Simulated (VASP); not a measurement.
# SnO2 (R-3m) in VASP: further runs

The runs below take SnO2 through single point, with PBEsol.

All numbers are computed with VASP 6.6.1; they aren't measurements. Logs are shortened: lines on timing, memory, paths and dates and some standing lists are left out, and cuts for length are marked.

## (1) The cell of the first run

The structure is trigonal, space group R-3m (No. 166). Conventional cell: a = 3.153 Å, b = 3.153 Å, c = 12.991 Å, α = 90.00°, β = 90.00°, γ = 120.00°. Within 2.7 Å of Sn (site symmetry -3m) lie 6 O at 2.06 Å. O (site symmetry 3m) has 3 Sn at 2.06 Å and 3 O at 2.66 Å within 2.7 Å.

## (2) Single point, PBEsol

INCAR

```
SYSTEM = SnO2
  PREC = Accurate
  ENCUT = 520
  EDIFF = 1E-6
  ISMEAR = 0
  SIGMA = 0.05
  LREAL = .FALSE.
  LASPH = .TRUE.
  NELM = 100
  ALGO = Normal
  ISIF = 2
  LWAVE = .FALSE.
  LCHARG = .FALSE.
  GGA = PS
  NBANDS = 20
```

KPOINTS

```
regular mesh
0
G
  12 12 12
  0 0 0
```

POSCAR

```
SnO2
1.0
    1.5763225363      0.9100902406      4.3304882037
   -1.5763225363      0.9100902406      4.3304882037
    0.0000000000     -1.8201804813      4.3304882037
Sn O
1 2
Direct
    0.5000000000      0.5000000000      0.5000000000
    0.2414378084      0.2414378084      0.2414378084
    0.7585621916      0.7585621916      0.7585621916
```

Potentials or basis: VASP PAW PBE potentials, release 64 (Sn_d, O).

Command:

```sh
> cat potpaw_PBE.64/Sn_d/POTCAR potpaw_PBE.64/O/POTCAR > POTCAR
> mpirun -np 1 vasp_std > vasp.out
```

OUTCAR:

```text
SYSTEM = SnO2
   PREC = Accurate
   ENCUT = 520
   EDIFF = 1E-6
   ISMEAR = 0
   LREAL = .FALSE.
   LASPH = .TRUE.
   NELM = 100
   ISIF = 2
   GGA = PS

 ion  position               nearest neighbor table
   1  0.500  0.500  0.500-   2 2.06   3 2.06   2 2.06   2 2.06   3 2.06   3 2.06
   2  0.241  0.241  0.241-   1 2.06   1 2.06   1 2.06
   3  0.759  0.759  0.759-   1 2.06   1 2.06   1 2.06

  LATTYP: Found a trigonal (rhomboedric) cell.
 ALAT       =     4.6974658133
 COS(alpha) =     0.7747872837

  Lattice vectors:

 A1 = (   1.5763225363,   0.9100902406,   4.3304882037)
 A2 = (  -1.5763225363,   0.9100902406,   4.3304882037)
 A3 = (   0.0000000000,  -1.8201804813,   4.3304882037)

Analysis of symmetry for initial positions (statically):
=====================================================================
 Subroutine PRICEL returns:
 Original cell was already a primitive cell.

 Routine SETGRP: Setting up the symmetry group for a
 trigonal (rhombohedral) supercell.

 Subroutine GETGRP returns: Found 12 space group operations
 (whereof 12 operations were pure point group operations)
 out of a pool of 12 trial point group operations.

The static configuration has the point symmetry D_3d.

Analysis of symmetry for dynamics (positions and initial velocities):
=====================================================================
 Subroutine PRICEL returns:
 Original cell was already a primitive cell.

 Routine SETGRP: Setting up the symmetry group for a
 trigonal (rhombohedral) supercell.

 Subroutine GETGRP returns: Found 12 space group operations
 (whereof 12 operations were pure point group operations)
 out of a pool of 12 trial point group operations.

The dynamic configuration has the point symmetry D_3d.

 Subroutine INISYM returns: Found 12 space group operations
 (whereof 12 operations are pure point group operations),
 and found     1 'primitive' translations

----------------------------------------------------------------------------------------

                                     Primitive cell

  volume of cell :      37.2750

  direct lattice vectors                    reciprocal lattice vectors
     1.576322536  0.910090241  4.330488204     0.317193968  0.183132023  0.076973615
    -1.576322536  0.910090241  4.330488204    -0.317193968  0.183132023  0.076973615
     0.000000000 -1.820180481  4.330488204     0.000000000 -0.366264046  0.076973615

  length of vectors
     4.697465813  4.697465813  4.697465813     0.374264998  0.374264998  0.374264998

  position of ions in fractional coordinates (direct lattice)
     0.500000000  0.500000000  0.500000000
     0.241437808  0.241437808  0.241437808
     0.758562192  0.758562192  0.758562192

  ion indices of the primitive-cell ions
   primitive index   ion index
                 1           1
                 2           2
                 3           3

----------------------------------------------------------------------------------------

 KPOINTS: regular mesh

Automatic generation of k-mesh.
 Grid dimensions read from file:
 generate k-points for:   12   12   12

 Generating k-lattice:

  Cartesian coordinates                     Fractional coordinates (reciprocal lattice)
     0.026432831  0.015261002  0.006414468     0.083333333  0.000000000  0.000000000
    -0.026432831  0.015261002  0.006414468     0.000000000  0.083333333  0.000000000
     0.000000000 -0.030522004  0.006414468    -0.000000000 -0.000000000  0.083333333

  Length of vectors
     0.031188750  0.031188750  0.031188750

  Shift w.r.t. Gamma in fractional coordinates (k-lattice)
     0.000000000  0.000000000  0.000000000

 Subroutine IBZKPT returns following result:
 ===========================================

 Found    189 irreducible k-points:

 Following reciprocal coordinates:
            Coordinates               Weight
  0.000000  0.000000  0.000000      1.000000
  0.083333 -0.000000  0.000000      6.000000
  0.166667  0.000000  0.000000      6.000000
  0.250000  0.000000  0.000000      6.000000
  0.333333  0.000000  0.000000      6.000000
  0.416667 -0.000000 -0.000000      6.000000
[... 16 lines left out ...]
  0.500000  0.166667 -0.000000     12.000000
 -0.416667  0.166667  0.000000     12.000000
 [... further k-points ...]
   k-points           NKPTS =    189   k-points in BZ     NKDIM =    189   number of bands    NBANDS=     20
   number of dos      NEDOS =    301   number of ions     NIONS =      3
   total plane-waves  NPLWV =  46656
   dimension x,y,z NGX =    36 NGY =   36 NGZ =   36
   dimension x,y,z NGXF=    72 NGYF=   72 NGZF=   72
   ions per type =               1   2
   NGX,Y,Z   is equivalent  to a cutoff of  12.74, 12.74, 12.74 a.u.
   NGXF,Y,Z  is equivalent  to a cutoff of  25.48, 25.48, 25.48 a.u.
 SYSTEM =  SnO2
   PREC   = accura    normal or accurate (medium, high low for compatibility)
   ISTART =      0    job   : 0-new  1-cont  2-samecut
   ICHARG =      2    charge: 1-file 2-atom 10-const
   ISPIN  =      1    spin polarized calculation?
   LNONCOLLINEAR =      F non collinear calculations
   LSORBIT =      F    spin-orbit coupling
   LASPH  =      T    aspherical Exc in radial PAW
   ENCUT  =  520.0 eV  38.22 Ry    6.18 a.u.   8.73  8.73  8.73*2*pi/ulx,y,z
   NELM   =    100;   NELMIN=  2; NELMDL= -5     # of ELM steps
   EDIFF  = 0.1E-05   stopping-criterion for ELM
   LREAL  =      F    real-space projection
   EDIFFG = 0.1E-04   stopping-criterion for IOM
   NSW    =      0    number of steps for IOM
   IBRION =     -1    ionic relax: 0-MD 1-quasi-New 2-CG
   NFREE  =      0    steps in history (QN), initial steepest desc. (CG)
   ISIF   =      2    stress and relaxation
   ISYM   =      2    0-nonsym 1-usesym 2-fastsym
   POTIM  = 0.5000    time-step for ionic-motion
   TEBEG  =    0.0;   TEEND  =   0.0 temperature during run
   PSTRESS=    0.0 pullay stress
   NELECT =      26.0000    total number of electrons
   NUPDOWN=      -1.0000    fix difference up-down
   EMIN   =  10.00;   EMAX   =-10.00  energy-range for DOS
   EFERMI =   0.00;   METHOD = LEGACY
   ISMEAR =     0;   SIGMA  =   0.05  broadening in eV -4-tet -1-fermi 0-gaus
   EFERMI_NEDOS =   21; number of points for ismear=-14 and -15
   IALGO  =     38    algorithm
   IMIX   =      4    mixing-type and parameters
     AMIX     =   0.40;   BMIX     =  1.00
     AMIX_MAG =   1.60;   BMIX_MAG =  1.00
  volume/ion in A,a.u.               =      12.43        83.85
  Fermi-wavevector in a.u.,A,eV,Ry     =   1.451867  2.743630 28.679949  2.107917
  Thomas-Fermi vector in A             =   2.569314
   LORBIT       =      0    0 simple, 1 ext, 2 COOP (PROOUT), +10 PAW based schemes
   GGA     = PS    functional components
   LHFCALC =     F    Hartree Fock is set to
   AEXX    =    0.0000 exact exchange contribution
   IVDW    =     0    specifies the selected vdW correction
   LEPSILON=     F    determine dielectric tensor
   LRPA    =     F    only Hartree local field effects (RPA)
 non-spin polarized calculation
 Gauss-broadening in eV      SIGMA  =   0.05
  energy-cutoff  :      520.00
  volume of cell :       37.28
 maximum number of plane-waves:      1025
   NGX = 17   NGY = 17   NGZ = 17

 number of electron      26.0000004 magnetization

 Free energy of the ion-electron system (eV)
  ---------------------------------------------------
  ext. energy  EPLUGINS =         0.00000000
  ---------------------------------------------------
  free energy    TOTEN  =       -19.24478498 eV

  energy without entropy =      -19.24478498  energy(sigma->0) =      -19.24478498

 E-fermi :   5.2714     XC(G=0): -11.1654

 val. band max:        5.0713433935   @ k =   0.5000   0.5000   0.0000
 cond. band min:       7.2514201131   @ k =   0.0000   0.0000   0.0000
 fundamental gap:      2.1800767196
 Fermi energy:         5.2714004348

 k-point     1 :       0.0000    0.0000    0.0000
  band No.  band energies     occupation
      1     -15.1090      2.00000
      2     -14.6677      2.00000
      3     -14.6677      2.00000
      4     -14.3837      2.00000
      5     -14.3837      2.00000
      6     -13.3683      2.00000
[... 12 lines left out ...]
     19      22.5044      0.00000
     20      22.5044      0.00000

 k-point     2 :       0.0833   -0.0000    0.0000
  band No.  band energies     occupation
      1     -15.0586      2.00000
      2     -14.7469      2.00000
      3     -14.6482      2.00000
      4     -14.4056      2.00000
      5     -14.3847      2.00000
      6     -13.3295      2.00000
[... 12 lines left out ...]
     19      20.9936      0.00000
     20      22.5168      0.00000

 k-point     3 :       0.1667    0.0000    0.0000
  band No.  band energies     occupation
      1     -15.0444      2.00000
      2     -14.8384      2.00000
      3     -14.5989      2.00000
      4     -14.4421      2.00000
      5     -14.3824      2.00000
      6     -13.1977      2.00000
[... 12 lines left out ...]
     19      19.7316      0.00000
     20      22.6070      0.00000

 k-point     4 :       0.2500    0.0000    0.0000
  band No.  band energies     occupation
      1     -15.2907      2.00000
      2     -14.6889      2.00000
      3     -14.5493      2.00000
      4     -14.4679      2.00000
      5     -14.3600      2.00000
      6     -12.9510      2.00000
[... 12 lines left out ...]
     19      19.1460      0.00000
     20      22.7316      0.00000

 k-point     5 :       0.3333    0.0000    0.0000
  band No.  band energies     occupation
      1     -15.5285      2.00000
      2     -14.5905      2.00000
      3     -14.5279      2.00000
      4     -14.4383      2.00000
      5     -14.3073      2.00000
      6     -12.6057      2.00000
[... 12 lines left out ...]
     19      18.9797      0.00000
     20      21.2073      0.00000

 k-point     6 :       0.4167   -0.0000   -0.0000
  band No.  band energies     occupation
      1     -15.6874      2.00000
      2     -14.5856      2.00000
      3     -14.5257      2.00000
      4     -14.3647      2.00000
      5     -14.2538      2.00000
      6     -12.2657      2.00000
[... 12 lines left out ...]
     19      18.9322      0.00000
     20      20.1392      0.00000

 k-point     7 :       0.5000    0.0000    0.0000
  band No.  band energies     occupation
      1     -15.7427      2.00000
      2     -14.5899      2.00000
      3     -14.5266      2.00000
      4     -14.3352      2.00000
      5     -14.2322      2.00000
      6     -12.1153      2.00000
[... 12 lines left out ...]
     19      18.9627      0.00000
     20      19.7239      0.00000
[... 277 lines left out ...]
 k-point    20 :       0.2500    0.1667   -0.0000
  band No.  band energies     occupation
      1     -15.1407      2.00000
      2     -14.8415      2.00000
      3     -14.5378      2.00000
      4     -14.4618      2.00000
      5     -14.3720      2.00000
      6     -13.0210      2.00000
[... 12 lines left out ...]
     19      19.0135      0.00000
     20      22.2314      0.00000

 k-point    21 :       0.3333    0.1667   -0.0000
  band No.  band energies     occupation
      1     -15.2892      2.00000
      2     -14.8511      2.00000
      3     -14.4883      2.00000
      4     -14.4818      2.00000
      5     -14.3320      2.00000
      6     -12.6804      2.00000
[... 12 lines left out ...]
     19      19.1735      0.00000
     20      21.2868      0.00000

 k-point    22 :       0.4167    0.1667   -0.0000
  band No.  band energies     occupation
      1     -15.4489      2.00000
      2     -14.8366      2.00000
      3     -14.5087      2.00000
      4     -14.4505      2.00000
      5     -14.2948      2.00000
      6     -12.2129      2.00000
[... 12 lines left out ...]
     19      19.5841      0.00000
     20      20.3170      0.00000

 k-point    23 :       0.5000    0.1667   -0.0000
  band No.  band energies     occupation
      1     -15.5638      2.00000
      2     -14.8228      2.00000
      3     -14.5303      2.00000
      4     -14.3968      2.00000
      5     -14.2962      2.00000
      6     -11.7623      2.00000
[... 12 lines left out ...]
     19      19.5430      0.00000
     20      20.0612      0.00000

 k-point    24 :      -0.4167    0.1667    0.0000
  band No.  band energies     occupation
      1     -15.6036      2.00000
      2     -14.8184      2.00000
      3     -14.5388      2.00000
      4     -14.3467      2.00000
      5     -14.3267      2.00000
      6     -11.5782      2.00000
[... 12 lines left out ...]
     19      19.1323      0.00000
     20      20.2589      0.00000

 [... further k-points ...]

------------------------ aborting loop because EDIFF is reached ----------------------------------------

  FORCE on cell =-STRESS in cart. coord.  units (eV):
  Direction    XX          YY          ZZ          XY          YZ          ZX
  --------------------------------------------------------------------------------------
  -------------------------------------------------------------------------------------
  Total        3.1950205      3.1950205      1.5718224      0.0000000     -0.0000000      0.0000000
  in kB      137.3303656    137.3303656     67.5610509      0.0000000     -0.0000000      0.0000000
  external PRESSURE =     114.0739274 kB  Pullay stress =       0.0000000 kB

 VOLUME and BASIS-vectors are now :
 -----------------------------------------------------------------------------
  energy-cutoff  :      520.00
  volume of cell :       37.28
      direct lattice vectors                 reciprocal lattice vectors
     1.576322536  0.910090241  4.330488204     0.317193968  0.183132023  0.076973615
    -1.576322536  0.910090241  4.330488204    -0.317193968  0.183132023  0.076973615
     0.000000000 -1.820180481  4.330488204     0.000000000 -0.366264046  0.076973615

 POSITION                                       TOTAL-FORCE (eV/Angst)
 -----------------------------------------------------------------------------------
      0.00000     -0.00000      6.49573         0.000000     -0.000000      0.000000
      0.00000     -0.00000      3.13663         0.000000     -0.000000      0.720173
      0.00000     -0.00000      9.85483         0.000000      0.000000     -0.720173
 -----------------------------------------------------------------------------------
    total drift:                                0.000000     -0.000000      0.000000

  FREE ENERGIE OF THE ION-ELECTRON SYSTEM (eV)
  ---------------------------------------------------
  free  energy   TOTEN  =       -19.2447849770 eV

  energy  without entropy=      -19.2447849770  energy(sigma->0) =      -19.24478498
```

Run time: 83 s. Hardware: 1 thread of Intel Xeon 6975P-C (Granite Rapids), shared host; peak memory 0.29 GiB.

What came out:

```yaml
Free_energy: -19.2448 eV
Pressure: 11.4 GPa
Largest_force: 0.720 eV/Å
Band_gap_on_the_k_mesh: 2.18 eV, indirect (least direct gap 2.26 eV)
```

Forces in eV/Å, atoms in the order of the input:
```
Sn   0.000  0.000  0.000
O    0.000  0.000  0.720
O    0.000  0.000 -0.720
```

Caveat: the PAW data sets were made with another functional, which shifts forces and pressure a little; spin-orbit coupling is left out, which moves the levels of the heavy elements. A k mesh can miss the band edges.

(Part 1 of 2 ends here.)
